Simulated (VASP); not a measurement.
# C (Cmme) in VASP: a series of runs

C is run at these levels: r2SCAN; tasks: single point.

Everything below comes from runs of VASP 6.6.1. Logs are shortened: lines on timing, memory, paths and dates and some standing lists are left out, and cuts for length are marked.

**1. The cell of the first run**

Symmetry: Cmme, No. 67, orthorhombic system. The conventional cell has a = 2.456 Å, b = 4.254 Å, c = 7.173 Å, α = 90.00°, β = 90.00°, γ = 90.00°. Within 1.9 Å of C (site symmetry m) lie 3 C at 1.42 Å.

**2. Single point, r2SCAN**

Input file POSCAR:

```
C
1.0
    1.2280500000     -2.1270600000      0.0000000000
    1.2280500000      2.1270600000      0.0000000000
    0.0000000000      0.0000000000      7.1732700000
C
4
Direct
    0.0833800000      0.9166200000      0.7531400000
    0.5833800000      0.4166200000      0.2468600000
    0.9166200000      0.0833800000      0.2468600000
    0.4166200000      0.5833800000      0.7531400000
```

Input file INCAR.step1:

```
ALGO = Normal ; EDIFF = 1E-5
ENCUT = 660 ; GGA = PE
GGA_COMPAT = F ; ISMEAR = 1
LASPH = T ; LCHARG = F
LREAL = F ; LWAVE = T
NBANDS = 16 ; NELM = 120
PREC = Accurate ; SIGMA = 0.25
```

Input file INCAR.step2:

```
ALGO = Normal ; EDIFF = 1E-6
ENCUT = 660 ; GGA_COMPAT = F
ISIF = 2 ; ISMEAR = 1
ISTART = 1 ; LASPH = T
LCHARG = T ; LELF = T
LMIXTAU = T ; LREAL = F
LVHAR = T ; LWAVE = F
METAGGA = R2SCAN ; NBANDS = 16
NELM = 120 ; PREC = Accurate
SIGMA = 0.25
```

Input file KPOINTS:

```
k-points
0
Gamma
  10 10 3
```

Potentials or basis: VASP PAW PBE potentials, release 64 (C).

On the command line:

```sh
cat potpaw_PBE.64/C/POTCAR > POTCAR
cp INCAR.step1 INCAR
mpirun -np 1 vasp_std > vasp.out
cp INCAR.step2 INCAR
mpirun -np 1 vasp_std > vasp.out
```

OUTCAR:

```text
EDIFF = 1E-6
   ENCUT = 660
   ISIF = 2
   ISMEAR = 1
   ISTART = 1
   LASPH = T
   LREAL = F
   METAGGA = R2SCAN
   NELM = 120
   PREC = Accurate

 ion  position               nearest neighbor table
   1  0.083  0.917  0.753-   4 1.42   4 1.42   4 1.42
   2  0.583  0.417  0.247-   3 1.42   3 1.42   3 1.42
   3  0.917  0.083  0.247-   2 1.42   2 1.42   2 1.42
   4  0.417  0.583  0.753-   1 1.42   1 1.42   1 1.42

  LATTYP: Found a hexagonal cell.
 ALAT       =     2.4561129954
 C/A-ratio  =     2.9205781711

  Lattice vectors:

 A1 = (   1.2280500000,  -2.1270600000,   0.0000000000)
 A2 = (   1.2280500000,   2.1270600000,   0.0000000000)
 A3 = (   0.0000000000,   0.0000000000,   7.1732700000)

Analysis of symmetry for initial positions (statically):
=====================================================================
 Subroutine PRICEL returns:
 Original cell was already a primitive cell.

 Routine SETGRP: Setting up the symmetry group for a
 hexagonal supercell.

 Subroutine GETGRP returns: Found  8 space group operations
 (whereof  4 operations were pure point group operations)
 out of a pool of 24 trial point group operations.

The static configuration has the point symmetry C_2h.
 The point group associated with its full space group is D_2h.

Analysis of symmetry for dynamics (positions and initial velocities):
=====================================================================
 Subroutine PRICEL returns:
 Original cell was already a primitive cell.

 Routine SETGRP: Setting up the symmetry group for a
 hexagonal supercell.

 Subroutine GETGRP returns: Found  8 space group operations
 (whereof  4 operations were pure point group operations)
 out of a pool of 24 trial point group operations.

The dynamic configuration has the point symmetry C_2h.
 The point group associated with its full space group is D_2h.

 Subroutine INISYM returns: Found  8 space group operations
 (whereof  4 operations are pure point group operations),
 and found     1 'primitive' translations

----------------------------------------------------------------------------------------

                                     Primitive cell

  volume of cell :      37.4751

  direct lattice vectors                    reciprocal lattice vectors
     1.228050000 -2.127060000  0.000000000     0.407149546 -0.235066242  0.000000000
     1.228050000  2.127060000  0.000000000     0.407149546  0.235066242  0.000000000
     0.000000000  0.000000000  7.173270000     0.000000000  0.000000000  0.139406435

  length of vectors
     2.456112995  2.456112995  7.173270000     0.470134971  0.470134971  0.139406435

  position of ions in fractional coordinates (direct lattice)
     0.083380000  0.916620000  0.753140000
     0.583380000  0.416620000  0.246860000
     0.916620000  0.083380000  0.246860000
     0.416620000  0.583380000  0.753140000

  ion indices of the primitive-cell ions
   primitive index   ion index
                 1           1
                 2           2
                 3           3
                 4           4

----------------------------------------------------------------------------------------

 KPOINTS: k-points

Automatic generation of k-mesh.
 Grid dimensions read from file:
 generate k-points for:   10   10    3

 Generating k-lattice:

  Cartesian coordinates                     Fractional coordinates (reciprocal lattice)
     0.040714955 -0.023506624  0.000000000     0.100000000 -0.000000000  0.000000000
     0.040714955  0.023506624  0.000000000    -0.000000000  0.100000000  0.000000000
     0.000000000  0.000000000  0.046468812     0.000000000  0.000000000  0.333333333

  Length of vectors
     0.047013497  0.047013497  0.046468812

  Shift w.r.t. Gamma in fractional coordinates (k-lattice)
     0.000000000  0.000000000  0.000000000

 Subroutine IBZKPT returns following result:
 ===========================================

 Found     62 irreducible k-points:

 Following reciprocal coordinates:
            Coordinates               Weight
  0.000000  0.000000  0.000000      1.000000
  0.100000  0.000000  0.000000      4.000000
 -0.100000  0.100000  0.000000      2.000000
  0.200000  0.000000  0.000000      4.000000
 -0.200000  0.200000  0.000000      2.000000
  0.300000  0.000000  0.000000      4.000000
[... 16 lines left out ...]
  0.200000  0.200000  0.000000      2.000000
 -0.200000  0.400000  0.000000      4.000000
 [... further k-points ...]
   k-points           NKPTS =     62   k-points in BZ     NKDIM =     62   number of bands    NBANDS=     16
   number of dos      NEDOS =    301   number of ions     NIONS =      4
   total plane-waves  NPLWV =  34560
   dimension x,y,z NGX =    24 NGY =   24 NGZ =   60
   dimension x,y,z NGXF=    48 NGYF=   48 NGZF=  120
   ions per type =               4
   NGX,Y,Z   is equivalent  to a cutoff of  16.24, 16.24, 13.91 a.u.
   NGXF,Y,Z  is equivalent  to a cutoff of  32.49, 32.49, 27.81 a.u.
 SYSTEM =  unknown system
   PREC   = accura    normal or accurate (medium, high low for compatibility)
   ISTART =      1    job   : 0-new  1-cont  2-samecut
   ICHARG =      0    charge: 1-file 2-atom 10-const
   ISPIN  =      1    spin polarized calculation?
   LNONCOLLINEAR =      F non collinear calculations
   LSORBIT =      F    spin-orbit coupling
   LASPH  =      T    aspherical Exc in radial PAW
   ENCUT  =  660.0 eV  48.51 Ry    6.96 a.u.   5.14  5.14 15.03*2*pi/ulx,y,z
   NELM   =    120;   NELMIN=  2; NELMDL=  0     # of ELM steps
   EDIFF  = 0.1E-05   stopping-criterion for ELM
   LREAL  =      F    real-space projection
   EDIFFG = 0.1E-04   stopping-criterion for IOM
   NSW    =      0    number of steps for IOM
   IBRION =     -1    ionic relax: 0-MD 1-quasi-New 2-CG
   NFREE  =      0    steps in history (QN), initial steepest desc. (CG)
   ISIF   =      2    stress and relaxation
   ISYM   =      2    0-nonsym 1-usesym 2-fastsym
   POTIM  = 0.5000    time-step for ionic-motion
   TEBEG  =    0.0;   TEEND  =   0.0 temperature during run
   PSTRESS=    0.0 pullay stress
   NELECT =      16.0000    total number of electrons
   NUPDOWN=      -1.0000    fix difference up-down
   EMIN   =  10.00;   EMAX   =-10.00  energy-range for DOS
   EFERMI =   0.00;   METHOD = LEGACY
   ISMEAR =     1;   SIGMA  =   0.25  broadening in eV -4-tet -1-fermi 0-gaus
   EFERMI_NEDOS =   21; number of points for ismear=-14 and -15
   IALGO  =     38    algorithm
   IMIX   =      4    mixing-type and parameters
     AMIX     =   0.40;   BMIX     =  1.00
     AMIX_MAG =   1.60;   BMIX_MAG =  1.00
  volume/ion in A,a.u.               =       9.37        63.22
  Fermi-wavevector in a.u.,A,eV,Ry     =   1.232728  2.329518 20.675654  1.519618
  Thomas-Fermi vector in A             =   2.367486
   LORBIT       =      0    0 simple, 1 ext, 2 COOP (PROOUT), +10 PAW based schemes
   METAGGA = R2SCAN    functional components
   LHFCALC =     F    Hartree Fock is set to
   AEXX    =    0.0000 exact exchange contribution
   IVDW    =     0    specifies the selected vdW correction
   LEPSILON=     F    determine dielectric tensor
   LRPA    =     F    only Hartree local field effects (RPA)
 non-spin polarized calculation
 Methfessel and Paxton  Order N= 1 SIGMA  =   0.25
  energy-cutoff  :      660.00
  volume of cell :       37.48
 maximum number of plane-waves:      1453
 NGX is ok and might be reduce to    24
   NGX = 11   NGY = 11   NGZ = 31

 number of electron      16.0000000 magnetization

 Free energy of the ion-electron system (eV)
  ---------------------------------------------------
  ext. energy  EPLUGINS =         0.00000000
  ---------------------------------------------------
  free energy    TOTEN  =       -39.78314162 eV

  energy without entropy =      -39.78415881  energy(sigma->0) =      -39.78348068

 E-fermi :   3.5747     XC(G=0): -10.6628

 val. band max:        3.4332854667   @ k =  -0.3000  -0.4000   0.0000
 cond. band min:       4.7768774781   @ k =   0.3000   0.3000   0.0000
 fundamental gap:      1.3435920113
 Fermi energy:         3.5746662732

 k-point     1 :       0.0000    0.0000    0.0000
  band No.  band energies     occupation
      1     -16.8103      2.00000
      2     -16.6365      2.00000
      3      -4.6803      2.00000
      4      -3.2585      2.00000
      5       0.8947      2.00000
      6       0.9008      2.00000
[... 8 lines left out ...]
     15      16.5888      0.00000
     16      16.6792      0.00000

 k-point     2 :       0.1000    0.0000    0.0000
  band No.  band energies     occupation
      1     -16.5578      2.00000
      2     -16.3866      2.00000
      3      -4.3751      2.00000
      4      -2.9665      2.00000
      5      -0.0974      2.00000
      6      -0.0746      2.00000
[... 8 lines left out ...]
     15      15.6443      0.00000
     16      15.8207      0.00000

 k-point     3 :      -0.1000    0.1000    0.0000
  band No.  band energies     occupation
      1     -16.5579      2.00000
      2     -16.3866      2.00000
      3      -4.3754      2.00000
      4      -2.9659      2.00000
      5      -0.1028      2.00000
      6      -0.0853      2.00000
[... 8 lines left out ...]
     15      15.7295      0.00000
     16      15.7351      0.00000

 k-point     4 :       0.2000    0.0000    0.0000
  band No.  band energies     occupation
      1     -15.8049      2.00000
      2     -15.6415      2.00000
      3      -3.4696      2.00000
      4      -2.4552      2.00000
      5      -2.4105      2.00000
      6      -2.1055      2.00000
[... 8 lines left out ...]
     15      16.6013      0.00000
     16      16.6015      0.00000

 k-point     5 :      -0.2000    0.2000    0.0000
  band No.  band energies     occupation
      1     -15.8052      2.00000
      2     -15.6413      2.00000
      3      -3.4717      2.00000
      4      -2.4589      2.00000
      5      -2.4184      2.00000
      6      -2.1016      2.00000
[... 8 lines left out ...]
     15      16.5650      0.00000
     16      16.6199      0.00000

 k-point     6 :       0.3000    0.0000    0.0000
  band No.  band energies     occupation
      1     -14.5658      2.00000
      2     -14.4151      2.00000
      3      -5.2669      2.00000
      4      -5.1984      2.00000
      5      -2.0032      2.00000
      6      -1.7508      2.00000
[... 8 lines left out ...]
     15      20.1047      0.00000
     16      20.1321      0.00000
[... 267 lines left out ...]
 k-point    21 :      -0.1000    0.5000    0.0000
  band No.  band energies     occupation
      1     -11.7478      2.00000
      2     -11.6366      2.00000
      3      -9.1092      2.00000
      4      -9.0213      2.00000
      5      -3.4519      2.00000
      6      -3.4196      2.00000
[... 8 lines left out ...]
     15      17.3026      0.00000
     16      19.0609      0.00000

 k-point    22 :       0.5000    0.4000    0.0000
  band No.  band energies     occupation
      1     -11.7551      2.00000
      2     -11.6272      2.00000
      3      -9.1168      2.00000
      4      -9.0220      2.00000
      5      -3.4515      2.00000
      6      -3.4116      2.00000
[... 8 lines left out ...]
     15      17.2589      0.00000
     16      20.2726      0.00000

 k-point    23 :       0.2000    0.2000    0.0000
  band No.  band energies     occupation
      1     -13.8352      2.00000
      2     -13.6924      2.00000
      3      -5.4877      2.00000
      4      -5.4169      2.00000
      5      -3.8399      2.00000
      6      -3.7919      2.00000
[... 8 lines left out ...]
     15      16.6876      0.00000
     16      16.9263      0.00000

 k-point    24 :      -0.2000    0.4000    0.0000
  band No.  band energies     occupation
      1     -13.8360      2.00000
      2     -13.6917      2.00000
      3      -5.4584      2.00000
      4      -5.4581      2.00000
      5      -3.8105      2.00000
      6      -3.8082      2.00000
[... 8 lines left out ...]
     15      16.7839      0.00000
     16      16.8636      0.00000

 [... further k-points ...]

------------------------ aborting loop because EDIFF is reached ----------------------------------------

  FORCE on cell =-STRESS in cart. coord.  units (eV):
  Direction    XX          YY          ZZ          XY          YZ          ZX
  --------------------------------------------------------------------------------------
  -------------------------------------------------------------------------------------
  Total        0.0545259     -0.0117754     -0.1241907      0.0000000      0.0000000      0.0000000
  in kB        2.3311509     -0.5034358     -5.3095362      0.0000000      0.0000000      0.0000000
  external PRESSURE =      -1.1606070 kB  Pullay stress =       0.0000000 kB

 VOLUME and BASIS-vectors are now :
 -----------------------------------------------------------------------------
  energy-cutoff  :      660.00
  volume of cell :       37.48
      direct lattice vectors                 reciprocal lattice vectors
     1.228050000 -2.127060000  0.000000000     0.407149546 -0.235066242  0.000000000
     1.228050000  2.127060000  0.000000000     0.407149546  0.235066242  0.000000000
     0.000000000  0.000000000  7.173270000     0.000000000  0.000000000  0.139406435

 POSITION                                       TOTAL-FORCE (eV/Angst)
 -----------------------------------------------------------------------------------
      1.22805      1.77235      5.40248         0.000000      0.013476     -0.007839
      1.22805     -0.35471      1.77079         0.000000      0.013476      0.007839
      1.22805     -1.77235      1.77079         0.000000     -0.013476      0.007839
      1.22805      0.35471      5.40248         0.000000     -0.013476     -0.007839
 -----------------------------------------------------------------------------------
    total drift:                               -0.000000     -0.000000      0.000000

  FREE ENERGIE OF THE ION-ELECTRON SYSTEM (eV)
  ---------------------------------------------------
  free  energy   TOTEN  =       -39.7831416172 eV

  energy  without entropy=      -39.7841588113  energy(sigma->0) =      -39.78348068
```

Run time: 3.1 min. Hardware: 1 thread of Intel Xeon Platinum 8488C (Sapphire Rapids), shared host; peak memory 0.19 GiB.

Results:

```
Free energy   : -39.7831 eV
Pressure      : -0.1 GPa
Largest force : 0.016 eV/Å
```

Forces in eV/Å, atoms in the order of the input:
```
C    0.000  0.013 -0.008
C    0.000  0.013  0.008
C    0.000 -0.013  0.008
C    0.000 -0.013 -0.008
```

Stress tensor (GPa, compression positive):
```
 0.23  0.00  0.00
 0.00 -0.05  0.00
 0.00  0.00 -0.53
```

Caveat: the PAW data sets were made with another functional, which shifts forces and pressure a little.

**3. Single point, r2SCAN**

POSCAR is that of step 2.

Input file INCAR.step1:

```
SYSTEM = C
PREC = Accurate
ENCUT = 660
ISMEAR = 1
SIGMA = 0.15
LREAL = .FALSE.
LASPH = .TRUE.
NELM = 120
NBANDS = 16
GGA = PE
ALGO = Normal
EDIFF = 1E-5
LWAVE = .TRUE.
LCHARG = .FALSE.
GGA_COMPAT = .FALSE.
```

Input file INCAR.step2:

```
SYSTEM = C
PREC = Accurate
ENCUT = 660
EDIFF = 1E-6
ISMEAR = 1
SIGMA = 0.15
LREAL = .FALSE.
LASPH = .TRUE.
NELM = 120
ALGO = Normal
ISIF = 2
LWAVE = .FALSE.
LCHARG = .FALSE.
METAGGA = R2SCAN
LMIXTAU = .TRUE.
NBANDS = 16
ISTART = 1
GGA_COMPAT = .FALSE.
```

Input file KPOINTS:

```
regular mesh
0
G
  10 10 3
  0 0 0
```

Potentials or basis: VASP PAW PBE potentials, release 64 (C).

On the command line:

```sh
cat potpaw_PBE.64/C/POTCAR > POTCAR
cp INCAR.step1 INCAR
mpirun -np 1 vasp_std > vasp.out
cp INCAR.step2 INCAR
mpirun -np 1 vasp_std > vasp.out
```

It took 2.9 min on 1 thread of Intel Xeon Platinum 8488C (Sapphire Rapids), shared host; peak memory 0.19 GiB.

It converged, with:

| Item | Value |
| --- | --- |
| Free energy | -39.7834 eV |
| Pressure | -0.1 GPa |
| Largest force | 0.016 eV/Å |

Forces in eV/Å, atoms in the order of the input:
```
C    0.000  0.014 -0.008
C    0.000  0.014  0.008
C    0.000 -0.014  0.008
C    0.000 -0.014 -0.008
```

Stress tensor (GPa, compression positive):
```
 0.23  0.00  0.00
 0.00 -0.05  0.00
 0.00  0.00 -0.52
```

Caveat: the PAW data sets were made with another functional, which shifts forces and pressure a little.

**4. Single point, r2SCAN**

POSCAR is that of step 3.

Input file INCAR.step1:

```
SYSTEM = C
PREC     = Accurate       ! precision mode
ENCUT    = 660            ! plane-wave cutoff, eV
ISMEAR   = 1              ! smearing method
SIGMA    = 0.1            ! smearing width, eV
LREAL    = .FALSE.        ! projectors in reciprocal space
LASPH    = .TRUE.         ! aspherical terms in the spheres
NELM     = 120            ! most SCF steps
NBANDS   = 16             ! bands
GGA      = PE             ! functional
ALGO     = Normal         ! electronic algorithm
EDIFF    = 1E-5           ! SCF threshold, eV
LWAVE    = .TRUE.         ! write WAVECAR
LCHARG   = .FALSE.        ! write CHGCAR
GGA_COMPAT= .FALSE.
```

Input file INCAR.step2:

```
SYSTEM = C
PREC     = Accurate       ! precision mode
ENCUT    = 660            ! plane-wave cutoff, eV
EDIFF    = 1E-6           ! SCF threshold, eV
ISMEAR   = 1              ! smearing method
SIGMA    = 0.1            ! smearing width, eV
LREAL    = .FALSE.        ! projectors in reciprocal space
LASPH    = .TRUE.         ! aspherical terms in the spheres
NELM     = 120            ! most SCF steps
ALGO     = Normal         ! electronic algorithm
ISIF     = 2              ! what is computed and relaxed
LWAVE    = .FALSE.        ! write WAVECAR
LCHARG   = .TRUE.         ! write CHGCAR
METAGGA  = R2SCAN         ! meta-GGA
LMIXTAU  = .TRUE.       
LELF     = .TRUE.         ! ELF
LVHAR    = .TRUE.       
NBANDS   = 16             ! bands
ISTART   = 1            
GGA_COMPAT= .FALSE.
```

KPOINTS is that of step 3.

On the command line:

```sh
cat potpaw_PBE.64/C/POTCAR > POTCAR
cp INCAR.step1 INCAR
mpirun -np 1 vasp_std > vasp.out
cp INCAR.step2 INCAR
mpirun -np 1 vasp_std > vasp.out
```

Wall time 3.4 min (1 thread of Intel Xeon Platinum 8488C (Sapphire Rapids), shared host); peak memory 0.19 GiB.

Results (log left out):

```
Free energy   : -39.7835 eV
Pressure      : -0.1 GPa
Largest force : 0.016 eV/Å
```

Forces in eV/Å, atoms in the order of the input:
```
C    0.000  0.014 -0.008
C    0.000  0.014  0.008
C    0.000 -0.014  0.008
C    0.000 -0.014 -0.008
```

Stress tensor (GPa, compression positive):
```
 0.23  0.00  0.00
 0.00 -0.04  0.00
 0.00  0.00 -0.52
```

Caveat: the PAW data sets were made with another functional, which shifts forces and pressure a little.

(Part 1 of 2 ends here.)
